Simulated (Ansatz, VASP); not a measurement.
# One calculation of Cu, two programs

```
Cu
1.0
     0.00000    1.78872    1.78872
     1.78872    0.00000    1.78872
     1.78872    1.78872    0.00000
Cu
1
Cartesian
  0.0000 0.0000 0.0000
```

Alike in both runs: task single point; functional PBE; k mesh 17 × 17 × 17; occupations fermi-dirac, width 0.05 eV; non-collinear spin, spin-orbit coupling.

|  | VASP | Ansatz |
| --- | --- | --- |
| version | VASP 6.6.1 | Ansatz 0.2.0 |
| potentials or method | VASP PAW PBE potentials, release 64 (Cu), cutoff 520 eV | all-electron LAPW |

VASP gave:

| Property | Result |
| --- | --- |
| pressure (GPa) | 7.2 |
| net moment per atom (μB) | 0.00 |

**Question.** Estimate Ansatz's values.

**Answer.** Pressure (GPa): 6.6; net moment per atom (μB): 0.00.

Ansatz ran all-electron here, and VASP with PAW potentials.
